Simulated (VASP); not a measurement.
# BaTa2 (Fm-3m) in VASP: further runs

Runs on BaTa2. Level: PBE. Tasks: single point, relaxation of cell and atoms.

Everything below comes from runs of VASP 6.6.1. Logs are shortened: lines on timing, memory, paths and dates and some standing lists are left out, and cuts for length are marked.

### Step 1. The cell of the first run

The structure is cubic, space group Fm-3m (No. 225). The conventional cell has a = 6.677 Å, b = 6.677 Å, c = 6.677 Å, α = 90.00°, β = 90.00°, γ = 90.00°. Within 3.8 Å of Ba (site symmetry m-3m) lie 8 Ta at 2.89 Å. Ta (site symmetry -43m) has 4 Ba at 2.89 Å and 6 Ta at 3.34 Å within 3.8 Å.

### Step 2. Single point, PBE

INCAR reads:

```
ALGO     = Normal         # electronic algorithm
EDIFF    = 1E-6           # SCF threshold, eV
ENCUT    = 500            # plane-wave cutoff, eV
GGA      = PE             # functional
GGA_COMPAT= False        
ISIF     = 2              # what is computed and relaxed
ISMEAR   = 0              # smearing method
LASPH    = True           # aspherical terms in the spheres
LCHARG   = False          # write CHGCAR
LREAL    = False          # projectors in reciprocal space
LWAVE    = False          # write WAVECAR
NBANDS   = 25             # bands
NELM     = 120            # most SCF steps
PREC     = Accurate       # precision mode
SIGMA    = 0.1            # smearing width, eV
```

KPOINTS reads:

```
k-points
0
Gamma
  4 4 4
```

POSCAR reads:

```
BaTa2
1.0
    0.0000000000      3.3385794121      3.3385794121
    3.3385794121      0.0000000000      3.3385794121
    3.3385794121      3.3385794121      0.0000000000
Ba Ta
1 2
Direct
    0.0000000000      0.0000000000      0.0000000000
    0.2500000000      0.2500000000      0.2500000000
    0.7500000000      0.7500000000      0.7500000000
```

Potentials or basis: VASP PAW PBE potentials, release 64 (Ba_sv, Ta_sv_GW).

The run is started by

```
cat potpaw_PBE.64/Ba_sv/POTCAR potpaw_PBE.64/Ta_sv_GW/POTCAR > POTCAR
mpirun -np 1 vasp_std > vasp.out
```

OUTCAR:

```text
EDIFF = 1E-6
   ENCUT = 500
   GGA = PE
   ISIF = 2
   ISMEAR = 0
   LASPH = True
   LREAL = False
   NELM = 120
   PREC = Accurate

 ion  position               nearest neighbor table
   1  0.000  0.000  0.000-   2 2.89   3 2.89   3 2.89   3 2.89   3 2.89   2 2.89   2 2.89   2 2.89

   2  0.250  0.250  0.250-   1 2.89   1 2.89   1 2.89   1 2.89
   3  0.750  0.750  0.750-   1 2.89   1 2.89   1 2.89   1 2.89

  LATTYP: Found a face centered cubic cell.
 ALAT       =     6.6771588242

  Lattice vectors:

 A1 = (   0.0000000000,   3.3385794121,   3.3385794121)
 A2 = (   3.3385794121,   0.0000000000,   3.3385794121)
 A3 = (   3.3385794121,   3.3385794121,   0.0000000000)

Analysis of symmetry for initial positions (statically):
=====================================================================
 Subroutine PRICEL returns:
 Original cell was already a primitive cell.

 Routine SETGRP: Setting up the symmetry group for a
 face centered cubic supercell.

 Subroutine GETGRP returns: Found 48 space group operations
 (whereof 48 operations were pure point group operations)
 out of a pool of 48 trial point group operations.

The static configuration has the point symmetry O_h .

Analysis of symmetry for dynamics (positions and initial velocities):
=====================================================================
 Subroutine PRICEL returns:
 Original cell was already a primitive cell.

 Routine SETGRP: Setting up the symmetry group for a
 face centered cubic supercell.

 Subroutine GETGRP returns: Found 48 space group operations
 (whereof 48 operations were pure point group operations)
 out of a pool of 48 trial point group operations.

The dynamic configuration has the point symmetry O_h .

 Subroutine INISYM returns: Found 48 space group operations
 (whereof 48 operations are pure point group operations),
 and found     1 'primitive' translations

----------------------------------------------------------------------------------------

                                     Primitive cell

  volume of cell :      74.4244

  direct lattice vectors                    reciprocal lattice vectors
     0.000000000  3.338579412  3.338579412    -0.149764297  0.149764297  0.149764297
     3.338579412  0.000000000  3.338579412     0.149764297 -0.149764297  0.149764297
     3.338579412  3.338579412  0.000000000     0.149764297  0.149764297 -0.149764297

  length of vectors
     4.721464284  4.721464284  4.721464284     0.259399372  0.259399372  0.259399372

  position of ions in fractional coordinates (direct lattice)
     0.000000000  0.000000000  0.000000000
     0.250000000  0.250000000  0.250000000
     0.750000000  0.750000000  0.750000000

  ion indices of the primitive-cell ions
   primitive index   ion index
                 1           1
                 2           2
                 3           3

----------------------------------------------------------------------------------------

 KPOINTS: k-points

Automatic generation of k-mesh.
 Grid dimensions read from file:
 generate k-points for:    4    4    4

 Generating k-lattice:

  Cartesian coordinates                     Fractional coordinates (reciprocal lattice)
    -0.037441074  0.037441074  0.037441074     0.250000000  0.000000000  0.000000000
     0.037441074 -0.037441074  0.037441074     0.000000000  0.250000000  0.000000000
     0.037441074  0.037441074 -0.037441074     0.000000000  0.000000000  0.250000000

  Length of vectors
     0.064849843  0.064849843  0.064849843

  Shift w.r.t. Gamma in fractional coordinates (k-lattice)
     0.000000000  0.000000000  0.000000000

 Subroutine IBZKPT returns following result:
 ===========================================

 Found      8 irreducible k-points:

 Following reciprocal coordinates:
            Coordinates               Weight
  0.000000  0.000000  0.000000      1.000000
  0.250000  0.000000  0.000000      8.000000
  0.500000  0.000000  0.000000      4.000000
  0.250000  0.250000  0.000000      6.000000
  0.500000  0.250000  0.000000     24.000000
 -0.250000  0.250000  0.000000     12.000000
  0.500000  0.500000  0.000000      3.000000
 -0.250000  0.500000  0.250000      6.000000
   k-points           NKPTS =      8   k-points in BZ     NKDIM =      8   number of bands    NBANDS=     25
   number of dos      NEDOS =    301   number of ions     NIONS =      3
   total plane-waves  NPLWV =  46656
   dimension x,y,z NGX =    36 NGY =   36 NGZ =   36
   dimension x,y,z NGXF=    72 NGYF=   72 NGZF=   72
   ions per type =               1   2
   NGX,Y,Z   is equivalent  to a cutoff of  12.68, 12.68, 12.68 a.u.
   NGXF,Y,Z  is equivalent  to a cutoff of  25.35, 25.35, 25.35 a.u.
 SYSTEM =  unknown system
   PREC   = accura    normal or accurate (medium, high low for compatibility)
   ISTART =      0    job   : 0-new  1-cont  2-samecut
   ICHARG =      2    charge: 1-file 2-atom 10-const
   ISPIN  =      1    spin polarized calculation?
   LNONCOLLINEAR =      F non collinear calculations
   LSORBIT =      F    spin-orbit coupling
   LASPH  =      T    aspherical Exc in radial PAW
   ENCUT  =  500.0 eV  36.75 Ry    6.06 a.u.   8.61  8.61  8.61*2*pi/ulx,y,z
   NELM   =    120;   NELMIN=  2; NELMDL= -5     # of ELM steps
   EDIFF  = 0.1E-05   stopping-criterion for ELM
   LREAL  =      F    real-space projection
   EDIFFG = 0.1E-04   stopping-criterion for IOM
   NSW    =      0    number of steps for IOM
   IBRION =     -1    ionic relax: 0-MD 1-quasi-New 2-CG
   NFREE  =      0    steps in history (QN), initial steepest desc. (CG)
   ISIF   =      2    stress and relaxation
   ISYM   =      2    0-nonsym 1-usesym 2-fastsym
   POTIM  = 0.5000    time-step for ionic-motion
   TEBEG  =    0.0;   TEEND  =   0.0 temperature during run
   PSTRESS=    0.0 pullay stress
   NELECT =      36.0000    total number of electrons
   NUPDOWN=      -1.0000    fix difference up-down
   EMIN   =  10.00;   EMAX   =-10.00  energy-range for DOS
   EFERMI =   0.00;   METHOD = LEGACY
   ISMEAR =     0;   SIGMA  =   0.10  broadening in eV -4-tet -1-fermi 0-gaus
   EFERMI_NEDOS =   21; number of points for ismear=-14 and -15
   IALGO  =     38    algorithm
   IMIX   =      4    mixing-type and parameters
     AMIX     =   0.40;   BMIX     =  1.00
     AMIX_MAG =   1.60;   BMIX_MAG =  1.00
  volume/ion in A,a.u.               =      24.81       167.41
  Fermi-wavevector in a.u.,A,eV,Ry     =   1.285101  2.428489 22.469815  1.651485
  Thomas-Fermi vector in A             =   2.417255
   LORBIT       =      0    0 simple, 1 ext, 2 COOP (PROOUT), +10 PAW based schemes
   GGA     = PE    functional components
   LHFCALC =     F    Hartree Fock is set to
   AEXX    =    0.0000 exact exchange contribution
   IVDW    =     0    specifies the selected vdW correction
   LEPSILON=     F    determine dielectric tensor
   LRPA    =     F    only Hartree local field effects (RPA)
 non-spin polarized calculation
 Gauss-broadening in eV      SIGMA  =   0.10
  energy-cutoff  :      500.00
  volume of cell :       74.42
 maximum number of plane-waves:      1917
 NGX is ok and might be reduce to    36
   NGX = 17   NGY = 17   NGZ = 17

 number of electron      35.9999996 magnetization

 Free energy of the ion-electron system (eV)
  ---------------------------------------------------
  ext. energy  EPLUGINS =         0.00000000
  ---------------------------------------------------
  free energy    TOTEN  =       -22.73202508 eV

  energy without entropy =      -22.69756287  energy(sigma->0) =      -22.71479397

 E-fermi :   6.6985     XC(G=0): -11.0794

 val. band max:        6.5884147987   @ k =   0.5000   0.0000   0.0000
 cond. band min:       6.7100462370   @ k =   0.2500   0.0000   0.0000
 fundamental gap:      0.1216314383
 Fermi energy:         6.6985190589

 k-point     1 :       0.0000    0.0000    0.0000
  band No.  band energies     occupation
      1     -61.6988      2.00000
      2     -61.6796      2.00000
      3     -28.2275      2.00000
      4     -28.2275      2.00000
      5     -28.2275      2.00000
      6     -28.0865      2.00000
[... 17 lines left out ...]
     24       9.6393      0.00000
     25      10.4352      0.00000

 k-point     2 :       0.2500    0.0000    0.0000
  band No.  band energies     occupation
      1     -61.6959      2.00000
      2     -61.6823      2.00000
      3     -28.2142      2.00000
      4     -28.2078      2.00000
      5     -28.2078      2.00000
      6     -28.1198      2.00000
[... 17 lines left out ...]
     24       8.9609      0.00000
     25      11.5498      0.00000

 k-point     3 :       0.5000    0.0000    0.0000
  band No.  band energies     occupation
      1     -61.6891      2.00000
      2     -61.6890      2.00000
      3     -28.1925      2.00000
      4     -28.1628      2.00000
      5     -28.1628      2.00000
      6     -28.1610      2.00000
[... 17 lines left out ...]
     24       8.7213      0.00000
     25      11.8369      0.00000

 k-point     4 :       0.2500    0.2500    0.0000
  band No.  band energies     occupation
      1     -61.6954      2.00000
      2     -61.6827      2.00000
      3     -28.2407      2.00000
      4     -28.2407      2.00000
      5     -28.1976      2.00000
      6     -28.1396      2.00000
[... 17 lines left out ...]
     24       9.2631      0.00000
     25      10.3686      0.00000

 k-point     5 :       0.5000    0.2500    0.0000
  band No.  band energies     occupation
      1     -61.6912      2.00000
      2     -61.6868      2.00000
      3     -28.2668      2.00000
      4     -28.2287      2.00000
      5     -28.2263      2.00000
      6     -28.0974      2.00000
[... 17 lines left out ...]
     24       9.3419      0.00000
     25      11.3444      0.00000

 k-point     6 :      -0.2500    0.2500    0.0000
  band No.  band energies     occupation
      1     -61.6922      2.00000
      2     -61.6859      2.00000
      3     -28.2634      2.00000
      4     -28.1853      2.00000
      5     -28.1706      2.00000
      6     -28.1538      2.00000
[... 17 lines left out ...]
     24       9.1050      0.00000
     25      10.6858      0.00000

 k-point     7 :       0.5000    0.5000    0.0000
  band No.  band energies     occupation
      1     -61.6921      2.00000
      2     -61.6858      2.00000
      3     -28.3056      2.00000
      4     -28.2543      2.00000
      5     -28.2543      2.00000
      6     -28.0667      2.00000
[... 17 lines left out ...]
     24      10.3505      0.00000
     25      10.5424      0.00000

 k-point     8 :      -0.2500    0.5000    0.2500
  band No.  band energies     occupation
      1     -61.6890      2.00000
      2     -61.6890      2.00000
      3     -28.2969      2.00000
      4     -28.2635      2.00000
      5     -28.1615      2.00000
      6     -28.1615      2.00000
[... 17 lines left out ...]
     24      10.6572      0.00000
     25      10.7011      0.00000

------------------------ aborting loop because EDIFF is reached ----------------------------------------

  FORCE on cell =-STRESS in cart. coord.  units (eV):
  Direction    XX          YY          ZZ          XY          YZ          ZX
  --------------------------------------------------------------------------------------
  -------------------------------------------------------------------------------------
  Total        1.0176617      1.0176617      1.0176617      0.0000000     -0.0000000      0.0000000
  in kB       21.9078065     21.9078065     21.9078065      0.0000000     -0.0000000      0.0000000
  external PRESSURE =      21.9078065 kB  Pullay stress =       0.0000000 kB

 VOLUME and BASIS-vectors are now :
 -----------------------------------------------------------------------------
  energy-cutoff  :      500.00
  volume of cell :       74.42
      direct lattice vectors                 reciprocal lattice vectors
     0.000000000  3.338579412  3.338579412    -0.149764297  0.149764297  0.149764297
     3.338579412  0.000000000  3.338579412     0.149764297 -0.149764297  0.149764297
     3.338579412  3.338579412  0.000000000     0.149764297  0.149764297 -0.149764297

 POSITION                                       TOTAL-FORCE (eV/Angst)
 -----------------------------------------------------------------------------------
      0.00000      0.00000      0.00000         0.000000      0.000000      0.000000
      1.66929      1.66929      1.66929        -0.000000     -0.000000     -0.000000
      5.00787      5.00787      5.00787         0.000000      0.000000      0.000000
 -----------------------------------------------------------------------------------
    total drift:                                0.000000      0.000000      0.000000

  FREE ENERGIE OF THE ION-ELECTRON SYSTEM (eV)
  ---------------------------------------------------
  free  energy   TOTEN  =       -22.7320250802 eV

  energy  without entropy=      -22.6975628666  energy(sigma->0) =      -22.71479397
```

Run time: 29 s. Hardware: 1 thread of AMD EPYC 7R13 (Zen 3), shared host; peak memory 0.18 GiB.

What came out:

* Free energy: -22.7320 eV
* Pressure: 2.2 GPa
* Band gap on the k mesh: zero (bands 18 and 19 overlap by 0.62 eV)

Caveat: the k points lie up to 0.41 Å⁻¹ apart, too coarse for converged energies and pressures of a metal; spin-orbit coupling is left out, which moves the levels of the heavy elements.

### Step 3. Single point, PBE

This run uses another cell than the first one, of 23.17 Å³/atom.

INCAR reads:

```
SYSTEM = BaTa2
  PREC = Accurate
  ENCUT = 500
  EDIFF = 1E-6
  ISMEAR = 0
  SIGMA = 0.1
  LREAL = .False.
  LASPH = .True.
  NELM = 120
  ALGO = Normal
  ISIF = 2
  LWAVE = .False.
  LCHARG = .False.
  GGA = PE
  NBANDS = 25
  GGA_COMPAT = .False.
```

KPOINTS reads:

```
Automatic mesh
0
Gamma
  6 6 6
  0 0 0
```

POSCAR reads:

```
BaTa2
1.0
    0.0000000000      3.2635735585      3.2635735585
    3.2635735585      0.0000000000      3.2635735585
    3.2635735585      3.2635735585      0.0000000000
Ba Ta
1 2
Direct
    0.0000000000      0.0000000000      0.0000000000
    0.2500000000      0.2500000000      0.2500000000
    0.7500000000      0.7500000000      0.7500000000
```

Potentials or basis: VASP PAW PBE potentials, release 64 (Ba_sv, Ta_sv_GW).

The run is started by

```
cat potpaw_PBE.64/Ba_sv/POTCAR potpaw_PBE.64/Ta_sv_GW/POTCAR > POTCAR
mpirun -np 1 vasp_std > vasp.out
```

Run time: 45 s. Hardware: 1 thread of Intel Xeon Platinum 8488C (Sapphire Rapids), shared host; peak memory 0.21 GiB.

Results (log left out):

```
Free energy            : -22.5452 eV
Pressure               : 8.8 GPa
Band gap on the k mesh : zero (bands 18 and 19 overlap by 1.18 eV)
```

Levels at points of the mesh, in eV from the Fermi level:
```csv
k point,band 15,band 16,band 17,band 18,band 19,band 20,band 21,band 22
"(0.00, 0.00, 0.00)",-3.22,0.38,0.38,0.38,0.48,0.48,0.48,3.11
"(0.50, 0.00, 0.00)",-1.89,-1.79,-1.00,-1.00,-0.21,-0.21,0.15,1.65
"(0.50, 0.50, 0.00)",-1.96,-0.94,-0.70,-0.70,0.59,0.59,1.20,2.33
```

Caveat: the cell stands under pressure; spin-orbit coupling is left out, which moves the levels of the heavy elements.

(Part 1 of 2 ends here.)

The gap in the log of VASP goes by the Fermi energy; the results here count the filled bands.